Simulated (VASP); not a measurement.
# RbBi (P4/mmm) in VASP: single point with LDA

Aim: the single point of RbBi with LDA.

Everything below comes from runs of VASP 6.6.1. Logs are shortened: lines on timing, memory, paths and dates and some standing lists are left out, and cuts for length are marked.

### 1 The cell of the first run

Symmetry: P4/mmm, No. 123, tetragonal system. Conventional cell: a = 4.685 Å, b = 4.685 Å, c = 3.859 Å, α = 90.00°, β = 90.00°, γ = 90.00°. Within 5.0 Å of Rb (site symmetry 4/mmm) lie 8 Bi at 3.83 Å and 6 Rb at 3.86 to 4.69 Å. Bi (site symmetry 4/mmm) has 8 Rb at 3.83 Å and 6 Bi at 3.86 to 4.69 Å within 5.0 Å.

### 2 Single point, LDA

The input, INCAR:

```
SYSTEM = RbBi
  PREC = Accurate
  ENCUT = 520
  EDIFF = 1E-6
  ISMEAR = 0
  SIGMA = 0.15
  LREAL = .FALSE.
  LASPH = .TRUE.
  NELM = 80
  ALGO = Fast
  ISIF = 2
  LWAVE = .FALSE.
  LCHARG = .FALSE.
  NBANDS = 19
```

The input, KPOINTS:

```
regular mesh
0
G
  10 10 12
  0 0 0
```

The input, POSCAR:

```
RbBi
1.0
    4.6852660000      0.0000000000      0.0000000000
    0.0000000000      4.6852660000      0.0000000000
    0.0000000000      0.0000000000      3.8588810000
Rb Bi
1 1
Direct
    0.5000000000      0.5000000000      0.5000000000
    0.0000000000      0.0000000000      0.0000000000
```

Potentials or basis: VASP PAW LDA potentials, release 64 (Rb_sv, Bi_d).

Run with:

```sh
cat potpaw_LDA.64/Rb_sv/POTCAR potpaw_LDA.64/Bi_d/POTCAR > POTCAR
mpirun -np 1 vasp_std > vasp.out
```

OUTCAR:

```text
SYSTEM = RbBi
   PREC = Accurate
   ENCUT = 520
   EDIFF = 1E-6
   ISMEAR = 0
   LREAL = .FALSE.
   LASPH = .TRUE.
   NELM = 80
   ISIF = 2

 ion  position               nearest neighbor table
   1  0.500  0.500  0.500-   2 3.83   2 3.83   2 3.83   2 3.83   2 3.83   2 3.83   2 3.83   2 3.83

   2  0.000  0.000  0.000-   1 3.83   1 3.83   1 3.83   1 3.83   1 3.83   1 3.83   1 3.83   1 3.83

  LATTYP: Found a simple tetragonal cell.
 ALAT       =     4.6852660000
 C/A-ratio  =     0.8236204732

  Lattice vectors:

 A1 = (   4.6852660000,   0.0000000000,   0.0000000000)
 A2 = (   0.0000000000,   4.6852660000,   0.0000000000)
 A3 = (   0.0000000000,   0.0000000000,   3.8588810000)

Analysis of symmetry for initial positions (statically):
=====================================================================
 Subroutine PRICEL returns:
 Original cell was already a primitive cell.

 Routine SETGRP: Setting up the symmetry group for a
 simple tetragonal supercell.

 Subroutine GETGRP returns: Found 16 space group operations
 (whereof 16 operations were pure point group operations)
 out of a pool of 16 trial point group operations.

The static configuration has the point symmetry D_4h.

Analysis of symmetry for dynamics (positions and initial velocities):
=====================================================================
 Subroutine PRICEL returns:
 Original cell was already a primitive cell.

 Routine SETGRP: Setting up the symmetry group for a
 simple tetragonal supercell.

 Subroutine GETGRP returns: Found 16 space group operations
 (whereof 16 operations were pure point group operations)
 out of a pool of 16 trial point group operations.

The dynamic configuration has the point symmetry D_4h.

 Subroutine INISYM returns: Found 16 space group operations
 (whereof 16 operations are pure point group operations),
 and found     1 'primitive' translations

----------------------------------------------------------------------------------------

                                     Primitive cell

  volume of cell :      84.7091

  direct lattice vectors                    reciprocal lattice vectors
     4.685266000  0.000000000  0.000000000     0.213435054  0.000000000  0.000000000
     0.000000000  4.685266000  0.000000000     0.000000000  0.213435054  0.000000000
     0.000000000  0.000000000  3.858881000     0.000000000  0.000000000  0.259142482

  length of vectors
     4.685266000  4.685266000  3.858881000     0.213435054  0.213435054  0.259142482

  position of ions in fractional coordinates (direct lattice)
     0.500000000  0.500000000  0.500000000
     0.000000000  0.000000000  0.000000000

  ion indices of the primitive-cell ions
   primitive index   ion index
                 1           1
                 2           2

----------------------------------------------------------------------------------------

 KPOINTS: regular mesh

Automatic generation of k-mesh.
 Grid dimensions read from file:
 generate k-points for:   10   10   12

 Generating k-lattice:

  Cartesian coordinates                     Fractional coordinates (reciprocal lattice)
     0.021343505  0.000000000  0.000000000     0.100000000  0.000000000  0.000000000
     0.000000000  0.021343505  0.000000000     0.000000000  0.100000000  0.000000000
     0.000000000  0.000000000  0.021595207     0.000000000  0.000000000  0.083333333

  Length of vectors
     0.021343505  0.021343505  0.021595207

  Shift w.r.t. Gamma in fractional coordinates (k-lattice)
     0.000000000  0.000000000  0.000000000

 Subroutine IBZKPT returns following result:
 ===========================================

 Found    147 irreducible k-points:

 Following reciprocal coordinates:
            Coordinates               Weight
  0.000000  0.000000  0.000000      1.000000
  0.100000  0.000000  0.000000      4.000000
  0.200000  0.000000  0.000000      4.000000
  0.300000  0.000000  0.000000      4.000000
  0.400000  0.000000  0.000000      4.000000
  0.500000  0.000000  0.000000      2.000000
[... 16 lines left out ...]
  0.100000  0.000000  0.083333      8.000000
  0.200000  0.000000  0.083333      8.000000
 [... further k-points ...]
   k-points           NKPTS =    147   k-points in BZ     NKDIM =    147   number of bands    NBANDS=     19
   number of dos      NEDOS =    301   number of ions     NIONS =      2
   total plane-waves  NPLWV =  38880
   dimension x,y,z NGX =    36 NGY =   36 NGZ =   30
   dimension x,y,z NGXF=    72 NGYF=   72 NGZF=   60
   ions per type =               1   1
   NGX,Y,Z   is equivalent  to a cutoff of  12.77, 12.77, 12.92 a.u.
   NGXF,Y,Z  is equivalent  to a cutoff of  25.55, 25.55, 25.85 a.u.
 SYSTEM =  RbBi
   PREC   = accura    normal or accurate (medium, high low for compatibility)
   ISTART =      0    job   : 0-new  1-cont  2-samecut
   ICHARG =      2    charge: 1-file 2-atom 10-const
   ISPIN  =      1    spin polarized calculation?
   LNONCOLLINEAR =      F non collinear calculations
   LSORBIT =      F    spin-orbit coupling
   LASPH  =      T    aspherical Exc in radial PAW
   ENCUT  =  520.0 eV  38.22 Ry    6.18 a.u.   8.71  8.71  7.17*2*pi/ulx,y,z
   NELM   =     80;   NELMIN=  2; NELMDL= -5     # of ELM steps
   EDIFF  = 0.1E-05   stopping-criterion for ELM
   LREAL  =      F    real-space projection
   EDIFFG = 0.1E-04   stopping-criterion for IOM
   NSW    =      0    number of steps for IOM
   IBRION =     -1    ionic relax: 0-MD 1-quasi-New 2-CG
   NFREE  =      0    steps in history (QN), initial steepest desc. (CG)
   ISIF   =      2    stress and relaxation
   ISYM   =      2    0-nonsym 1-usesym 2-fastsym
   POTIM  = 0.5000    time-step for ionic-motion
   TEBEG  =    0.0;   TEEND  =   0.0 temperature during run
   PSTRESS=    0.0 pullay stress
   NELECT =      24.0000    total number of electrons
   NUPDOWN=      -1.0000    fix difference up-down
   EMIN   =  10.00;   EMAX   =-10.00  energy-range for DOS
   EFERMI =   0.00;   METHOD = LEGACY
   ISMEAR =     0;   SIGMA  =   0.15  broadening in eV -4-tet -1-fermi 0-gaus
   EFERMI_NEDOS =   21; number of points for ismear=-14 and -15
   IALGO  =     68    algorithm
   IMIX   =      4    mixing-type and parameters
     AMIX     =   0.40;   BMIX     =  1.00
     AMIX_MAG =   1.60;   BMIX_MAG =  1.00
  volume/ion in A,a.u.               =      42.35       285.82
  Fermi-wavevector in a.u.,A,eV,Ry     =   1.075231  2.031893 15.730003  1.156123
  Thomas-Fermi vector in A             =   2.211082
   LORBIT       =      0    0 simple, 1 ext, 2 COOP (PROOUT), +10 PAW based schemes
   GGA     = CA    functional components
   LHFCALC =     F    Hartree Fock is set to
   AEXX    =    0.0000 exact exchange contribution
   IVDW    =     0    specifies the selected vdW correction
   LEPSILON=     F    determine dielectric tensor
   LRPA    =     F    only Hartree local field effects (RPA)
 non-spin polarized calculation
 RMM-DIIS sequential band-by-band and
 Gauss-broadening in eV      SIGMA  =   0.15
  energy-cutoff  :      520.00
  volume of cell :       84.71
 maximum number of plane-waves:      2303
 NGX is ok and might be reduce to    36
   NGX = 17   NGY = 17   NGZ = 15

 number of electron      23.9999989 magnetization

 Free energy of the ion-electron system (eV)
  ---------------------------------------------------
  ext. energy  EPLUGINS =         0.00000000
  ---------------------------------------------------
  free energy    TOTEN  =        -5.78520827 eV

  energy without entropy =       -5.76194370  energy(sigma->0) =       -5.77357598

 E-fermi :   2.1007     XC(G=0):  -8.5139

 val. band max:        2.0798314523   @ k =   0.5000   0.2000   0.2500
 cond. band min:       2.1051810045   @ k =   0.2000   0.1000   0.4167
 fundamental gap:      0.0253495522
 Fermi energy:         2.1007478213

 k-point     1 :       0.0000    0.0000    0.0000
  band No.  band energies     occupation
      1     -24.6775      2.00000
      2     -19.9727      2.00000
      3     -19.9397      2.00000
      4     -19.9397      2.00000
      5     -19.9267      2.00000
      6     -19.9162      2.00000
[... 11 lines left out ...]
     18      10.2106      0.00000
     19      10.2150      0.00000

 k-point     2 :       0.1000    0.0000    0.0000
  band No.  band energies     occupation
      1     -24.6770      2.00000
      2     -19.9726      2.00000
      3     -19.9398      2.00000
      4     -19.9396      2.00000
      5     -19.9269      2.00000
      6     -19.9158      2.00000
[... 11 lines left out ...]
     18      10.2131      0.00000
     19      10.2430      0.00000

 k-point     3 :       0.2000    0.0000    0.0000
  band No.  band energies     occupation
      1     -24.6758      2.00000
      2     -19.9722      2.00000
      3     -19.9401      2.00000
      4     -19.9396      2.00000
      5     -19.9273      2.00000
      6     -19.9147      2.00000
[... 11 lines left out ...]
     18       9.9538      0.00000
     19      10.2490      0.00000

 k-point     4 :       0.3000    0.0000    0.0000
  band No.  band energies     occupation
      1     -24.6742      2.00000
      2     -19.9718      2.00000
      3     -19.9405      2.00000
      4     -19.9396      2.00000
      5     -19.9279      2.00000
      6     -19.9133      2.00000
[... 11 lines left out ...]
     18       9.3070      0.00000
     19      10.3599      0.00000

 k-point     5 :       0.4000    0.0000    0.0000
  band No.  band energies     occupation
      1     -24.6730      2.00000
      2     -19.9715      2.00000
      3     -19.9409      2.00000
      4     -19.9396      2.00000
      5     -19.9283      2.00000
      6     -19.9122      2.00000
[... 11 lines left out ...]
     18       9.3094      0.00000
     19      10.4108      0.00000
[... 334 lines left out ...]
      2     -19.9699      2.00000
      3     -19.9408      2.00000
      4     -19.9408      2.00000
      5     -19.9283      2.00000
      6     -19.9074      2.00000
[... 11 lines left out ...]
     18       9.2425      0.00000
     19      10.3425      0.00000

 k-point    22 :       0.0000    0.0000    0.0833
  band No.  band energies     occupation
      1     -24.6746      2.00000
      2     -19.9692      2.00000
      3     -19.9407      2.00000
      4     -19.9407      2.00000
      5     -19.9266      2.00000
      6     -19.9161      2.00000
[... 11 lines left out ...]
     18       9.8961      0.00000
     19       9.8963      0.00000

 k-point    23 :       0.1000    0.0000    0.0833
  band No.  band energies     occupation
      1     -24.6741      2.00000
      2     -19.9691      2.00000
      3     -19.9408      2.00000
      4     -19.9407      2.00000
      5     -19.9268      2.00000
      6     -19.9157      2.00000
[... 11 lines left out ...]
     18       9.8732      0.00000
     19       9.9817      0.00000

 k-point    24 :       0.2000    0.0000    0.0833
  band No.  band energies     occupation
      1     -24.6729      2.00000
      2     -19.9687      2.00000
      3     -19.9411      2.00000
      4     -19.9407      2.00000
      5     -19.9272      2.00000
      6     -19.9146      2.00000
[... 11 lines left out ...]
     18       9.8144      0.00000
     19      10.2144      0.00000

 [... further k-points ...]
[... 5 lines left out ...]
  --------------------------------------------------------------------------------------
  -------------------------------------------------------------------------------------
  Total       -1.0519687     -1.0519687     -1.8168107      0.0000000      0.0000000      0.0000000
  in kB      -19.8968134    -19.8968134    -34.3629449      0.0000000      0.0000000      0.0000000
  external PRESSURE =     -24.7188572 kB  Pullay stress =       0.0000000 kB

 VOLUME and BASIS-vectors are now :
 -----------------------------------------------------------------------------
  energy-cutoff  :      520.00
  volume of cell :       84.71
      direct lattice vectors                 reciprocal lattice vectors
     4.685266000  0.000000000  0.000000000     0.213435054  0.000000000  0.000000000
     0.000000000  4.685266000  0.000000000     0.000000000  0.213435054  0.000000000
     0.000000000  0.000000000  3.858881000     0.000000000  0.000000000  0.259142482

 POSITION                                       TOTAL-FORCE (eV/Angst)
 -----------------------------------------------------------------------------------
      2.34263      2.34263      1.92944         0.000000      0.000000      0.000000
      0.00000      0.00000      0.00000         0.000000      0.000000      0.000000
 -----------------------------------------------------------------------------------
    total drift:                               -0.000000      0.000000      0.000000

  FREE ENERGIE OF THE ION-ELECTRON SYSTEM (eV)
  ---------------------------------------------------
  free  energy   TOTEN  =        -5.7852082676 eV

  energy  without entropy=       -5.7619436992  energy(sigma->0) =       -5.77357598
```

Wall time 7.5 min (1 thread of AMD EPYC 7R13, shared host); peak memory 0.31 GiB.

Results:

- Free energy: -5.7852 eV
- Pressure: -2.5 GPa
- Band gap on the k mesh: zero (band 12 reaches 2.70 eV, above the bottom of band 13 at 1.04 eV)

Levels at points of the mesh, in eV from the Fermi level:
```
           k point  band 10  band 11  band 12  band 13  band 14  band 15
(0.00, 0.00, 0.00)   -10.29     0.31     0.31     2.10     2.31     2.74
(0.50, 0.00, 0.00)    -9.64    -2.23     0.01     2.23     3.97     4.52
(0.50, 0.50, 0.00)    -9.99    -1.16    -1.16     2.36     2.68     5.56
(0.00, 0.00, 0.50)    -9.34    -2.44     0.60     0.60     4.40     5.10
(0.50, 0.00, 0.50)    -9.47    -1.67    -0.58     1.21     2.71     3.93
(0.50, 0.50, 0.50)    -9.31    -1.86    -1.04    -1.04     4.79     4.79
```

Caveat: spin-orbit coupling is left out, which moves the levels of the heavy elements.
